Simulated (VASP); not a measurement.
Input of a VASP 6.6.1 run:

File INCAR:

```
PREC = Accurate ; ENCUT = 500
EDIFF = 1E-6 ; ISMEAR = 0
SIGMA = 0.05 ; LREAL = False
LASPH = True ; NELM = 120
ALGO = Normal ; ISIF = 2
LWAVE = False ; LCHARG = False
GGA = PE ; NBANDS = 32
GGA_COMPAT = False
```

KPOINTS

```
Automatic mesh
0
Gamma
  8 8 8
```

The input POSCAR:

```
Hg
1.0
   -3.2271430000      3.2271430000      3.3446970000
    3.2271430000     -3.2271430000      3.3446970000
    3.2271430000      3.2271430000     -3.3446970000
Hg
4
Direct
    0.8750000000      0.3292670000      0.9542670000
    0.3750000000      0.9207330000      0.0457330000
    0.6707330000      0.6250000000      0.5457330000
    0.0792670000      0.1250000000      0.4542670000
```

Potentials or basis: VASP PAW PBE potentials, release 64 (Hg).

The run is started by

```sh
$ cat potpaw_PBE.64/Hg/POTCAR > POTCAR
$ mpirun -np 1 vasp_std > vasp.out
```

Q: What does it give for the pressure?

A: 0.0 GPa.

Q: What does it give for the band gap on the k mesh?

A: 0.06 eV, indirect (least direct gap 1.15 eV).

Stress tensor (GPa, compression positive):
```
-0.09  0.00  0.00
 0.00 -0.09  0.00
 0.00  0.00  0.28
```

Caveat: spin-orbit coupling is left out, which moves the levels of the heavy elements. A k mesh can miss the band edges.
